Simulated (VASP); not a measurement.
# CuB3Os (R-3c) in VASP: single point with PBE

Aim: the single point of CuB3Os with PBE.

Program: VASP 6.6.1. These are calculated values, not measurements. Logs are shortened: lines on timing, memory, paths and dates and some standing lists are left out, and cuts for length are marked.

### 1 The cell of the first run

It takes space group R-3c (No. 167, trigonal). The conventional cell has a = 5.826 Å, b = 5.826 Å, c = 10.076 Å, α = 90.00°, β = 90.00°, γ = 120.00°. Within 2.7 Å of Cu (site symmetry -3) lie 6 B at 2.05 Å and 2 Os at 2.52 Å. Within 2.7 Å of B (site symmetry 2) lie 2 Cu at 2.05 Å and 3 Os at 2.09 to 2.52 Å and 6 B at 2.52 to 2.69 Å. Within 2.8 Å of Os (site symmetry 32) lie 9 B at 2.09 to 2.52 Å and 2 Cu at 2.52 Å.

### 2 Single point, PBE

Input file INCAR:

```
SYSTEM = CuB3Os
PREC = Accurate
ENCUT = 520
EDIFF = 1E-6
ISMEAR = 0
SIGMA = 0.1
LREAL = .False.
LASPH = .True.
NELM = 60
ALGO = Normal
ISIF = 2
LWAVE = .False.
LCHARG = .False.
GGA = PE
NBANDS = 39
```

Input file KPOINTS:

```
regular mesh
0
Gamma
  6 6 6
  0 0 0
```

Input file POSCAR:

```
CuB3Os
1.0
    2.9132003289      1.6819369941      3.3586854296
   -2.9132003289      1.6819369941      3.3586854296
    0.0000000000     -3.3638739881      3.3586854296
Cu B Os
2 6 2
Direct
    0.5000000000      0.5000000000      0.5000000000
    0.0000000000      0.0000000000      0.0000000000
    0.1081616920      0.3918383080      0.7500000000
    0.3918383080      0.7500000000      0.1081616920
    0.8918383080      0.6081616920      0.2500000000
    0.2500000000      0.8918383080      0.6081616920
    0.6081616920      0.2500000000      0.8918383080
    0.7500000000      0.1081616920      0.3918383080
    0.7500000000      0.7500000000      0.7500000000
    0.2500000000      0.2500000000      0.2500000000
```

Potentials or basis: VASP PAW PBE potentials, release 64 (Cu, B, Os).

Started as:

```console
> cat potpaw_PBE.64/Cu/POTCAR potpaw_PBE.64/B/POTCAR potpaw_PBE.64/Os/POTCAR > POTCAR
> mpirun -np 1 vasp_std > vasp.out
```

OUTCAR:

```text
SYSTEM = CuB3Os
   PREC = Accurate
   ENCUT = 520
   EDIFF = 1E-6
   ISMEAR = 0
   LREAL = .False.
   LASPH = .True.
   NELM = 60
   ISIF = 2
   GGA = PE

 ion  position               nearest neighbor table
   1  0.500  0.500  0.500-   4 2.05   7 2.05   5 2.05   3 2.05   6 2.05   8 2.05   9 2.52  10 2.52

   2  0.000  0.000  0.000-   6 2.05   8 2.05   3 2.05   5 2.05   7 2.05   4 2.05   9 2.52  10 2.52

   3  0.108  0.392  0.750-   1 2.05   2 2.05   9 2.09  10 2.52  10 2.52
   4  0.392  0.750  0.108-   1 2.05   2 2.05   9 2.09  10 2.52  10 2.52
   5  0.892  0.608  0.250-   1 2.05   2 2.05  10 2.09   9 2.52   9 2.52
   6  0.250  0.892  0.608-   2 2.05   1 2.05  10 2.09   9 2.52   9 2.52
   7  0.608  0.250  0.892-   1 2.05   2 2.05  10 2.09   9 2.52   9 2.52
   8  0.750  0.108  0.392-   2 2.05   1 2.05   9 2.09  10 2.52  10 2.52
   9  0.750  0.750  0.750-   4 2.09   8 2.09   3 2.09   5 2.52   5 2.52   6 2.52   7 2.52   7 2.52
                             6 2.52   2 2.52   1 2.52
  10  0.250  0.250  0.250-   6 2.09   7 2.09   5 2.09   3 2.52   3 2.52   4 2.52   8 2.52   4 2.52
                             8 2.52   2 2.52   1 2.52

  LATTYP: Found a trigonal (rhomboedric) cell.
 ALAT       =     4.7535687671
 COS(alpha) =     0.2488422812

  Lattice vectors:

 A1 = (   2.9132003289,   1.6819369941,   3.3586854296)
 A2 = (  -2.9132003289,   1.6819369941,   3.3586854296)
 A3 = (   0.0000000000,  -3.3638739881,   3.3586854296)

Analysis of symmetry for initial positions (statically):
=====================================================================
 Subroutine PRICEL returns:
 Original cell was already a primitive cell.

 Routine SETGRP: Setting up the symmetry group for a
 trigonal (rhombohedral) supercell.

 Subroutine GETGRP returns: Found 12 space group operations
 (whereof  6 operations were pure point group operations)
 out of a pool of 12 trial point group operations.

The static configuration has the point symmetry S_6 .
 The point group associated with its full space group is D_3d.

Analysis of symmetry for dynamics (positions and initial velocities):
=====================================================================
 Subroutine PRICEL returns:
 Original cell was already a primitive cell.

 Routine SETGRP: Setting up the symmetry group for a
 trigonal (rhombohedral) supercell.

 Subroutine GETGRP returns: Found 12 space group operations
[... 127 lines left out ...]
   ISYM   =      2    0-nonsym 1-usesym 2-fastsym
   POTIM  = 0.5000    time-step for ionic-motion
   TEBEG  =    0.0;   TEEND  =   0.0 temperature during run
   PSTRESS=    0.0 pullay stress
   NELECT =      56.0000    total number of electrons
   NUPDOWN=      -1.0000    fix difference up-down
   EMIN   =  10.00;   EMAX   =-10.00  energy-range for DOS
   EFERMI =   0.00;   METHOD = LEGACY
   ISMEAR =     0;   SIGMA  =   0.10  broadening in eV -4-tet -1-fermi 0-gaus
   EFERMI_NEDOS =   21; number of points for ismear=-14 and -15
   IALGO  =     38    algorithm
   IMIX   =      4    mixing-type and parameters
     AMIX     =   0.40;   BMIX     =  1.00
     AMIX_MAG =   1.60;   BMIX_MAG =  1.00
  volume/ion in A,a.u.               =       9.87        66.63
  Fermi-wavevector in a.u.,A,eV,Ry     =   1.355098  2.560763 24.984241  1.836290
  Thomas-Fermi vector in A             =   2.482214
   LORBIT       =      0    0 simple, 1 ext, 2 COOP (PROOUT), +10 PAW based schemes
   GGA     = PE    functional components
   LHFCALC =     F    Hartree Fock is set to
   AEXX    =    0.0000 exact exchange contribution
   IVDW    =     0    specifies the selected vdW correction
   LEPSILON=     F    determine dielectric tensor
   LRPA    =     F    only Hartree local field effects (RPA)
 non-spin polarized calculation
 Gauss-broadening in eV      SIGMA  =   0.10
  energy-cutoff  :      520.00
  volume of cell :       98.74
 maximum number of plane-waves:      2676
   NGX = 17   NGY = 17   NGZ = 17

 number of electron      56.0000027 magnetization

 Free energy of the ion-electron system (eV)
  ---------------------------------------------------
  ext. energy  EPLUGINS =         0.00000000
  ---------------------------------------------------
  free energy    TOTEN  =       -62.25649801 eV

  energy without entropy =      -62.24094376  energy(sigma->0) =      -62.24872088

 E-fermi :   7.3248     XC(G=0): -12.5712

 val. band max:        7.3038992508   @ k =   0.3333  -0.0000   0.0000
 cond. band min:       7.3277877152   @ k =  -0.3333   0.1667  -0.0000
 fundamental gap:      0.0238884643
 Fermi energy:         7.3247563205

 k-point     1 :       0.0000    0.0000    0.0000
  band No.  band energies     occupation
      1      -5.3985      2.00000
      2      -0.7983      2.00000
      3      -0.7983      2.00000
      4       0.0456      2.00000
      5       0.0456      2.00000
      6       0.9635      2.00000
[... 997 lines left out ...]
     38      12.8101      0.00000
     39      13.3824      0.00000

 [... further k-points ...]

------------------------ aborting loop because EDIFF is reached ----------------------------------------

  FORCE on cell =-STRESS in cart. coord.  units (eV):
  Direction    XX          YY          ZZ          XY          YZ          ZX
  --------------------------------------------------------------------------------------
  -------------------------------------------------------------------------------------
  Total        0.5002545      0.5002545     -0.1279047      0.0000000     -0.0000000      0.0000000
  in kB        8.1171011      8.1171011     -2.0753735      0.0000000     -0.0000000      0.0000000
  external PRESSURE =       4.7196095 kB  Pullay stress =       0.0000000 kB

 VOLUME and BASIS-vectors are now :
 -----------------------------------------------------------------------------
  energy-cutoff  :      520.00
  volume of cell :       98.74
      direct lattice vectors                 reciprocal lattice vectors
     2.913200329  1.681936994  3.358685430     0.171632550  0.099092099  0.099245178
    -2.913200329  1.681936994  3.358685430    -0.171632550  0.099092099  0.099245178
     0.000000000 -3.363873988  3.358685430     0.000000000 -0.198184197  0.099245178

 POSITION                                       TOTAL-FORCE (eV/Angst)
 -----------------------------------------------------------------------------------
      0.00000      0.00000      5.03803         0.000000      0.000000     -0.000000
      0.00000      0.00000      0.00000         0.000000      0.000000     -0.000000
     -0.82641     -1.68194      4.19836         0.048026      0.000000     -0.000000
     -1.04340      1.55666      4.19836        -0.024013     -0.041592     -0.000000
      0.82641      1.68194      5.87770        -0.048026      0.000000      0.000000
     -1.86980     -0.12528      5.87770         0.024013     -0.041592     -0.000000
      1.04340     -1.55666      5.87770         0.024013      0.041592     -0.000000
      1.86980      0.12528      4.19836        -0.024013      0.041592     -0.000000
      0.00000      0.00000      7.55704         0.000000      0.000000     -0.000000
      0.00000      0.00000      2.51901         0.000000     -0.000000     -0.000000
 -----------------------------------------------------------------------------------
    total drift:                               -0.000000     -0.000000      0.000000

  FREE ENERGIE OF THE ION-ELECTRON SYSTEM (eV)
  ---------------------------------------------------
  free  energy   TOTEN  =       -62.2564980071 eV

  energy  without entropy=      -62.2409437553  energy(sigma->0) =      -62.24872088
```

stdout:

```text
POSCAR found type information on POSCAR CuB Os
 POSCAR found :  3 types and      10 ions
 scaLAPACK will be used
 LDA part: xc-table for (Slater+PW92), standard interpolation
 POSCAR, INCAR and KPOINTS ok, starting setup
 FFT: planning ... GRIDC
 FFT: planning ... GRID_SOFT
 FFT: planning ... GRID
 WAVECAR not read
 entering main loop
```

Wall time 2 min (1 thread of Intel Xeon Platinum 8488C (Sapphire Rapids), shared host); peak memory 0.27 GiB.

What came out:

```yaml
Free_energy: -62.2565 eV
Pressure: 0.5 GPa
Largest_force: 0.048 eV/Å
Band_gap_on_the_k_mesh: zero (band 28 reaches 7.58 eV, above the bottom of band 29 at 6.82 eV)
```

Forces in eV/Å, atoms in the order of the input:
```
Cu   0.000  0.000  0.000
Cu   0.000  0.000  0.000
B    0.048  0.000  0.000
B   -0.024 -0.042  0.000
B   -0.048  0.000  0.000
B    0.024 -0.042  0.000
B    0.024  0.042  0.000
B   -0.024  0.042  0.000
Os   0.000  0.000  0.000
Os   0.000  0.000  0.000
```

Stress tensor (GPa, compression positive):
```
 0.81  0.00  0.00
 0.00  0.81  0.00
 0.00  0.00 -0.21
```

Caveat: spin-orbit coupling is left out, which moves the levels of the heavy elements.
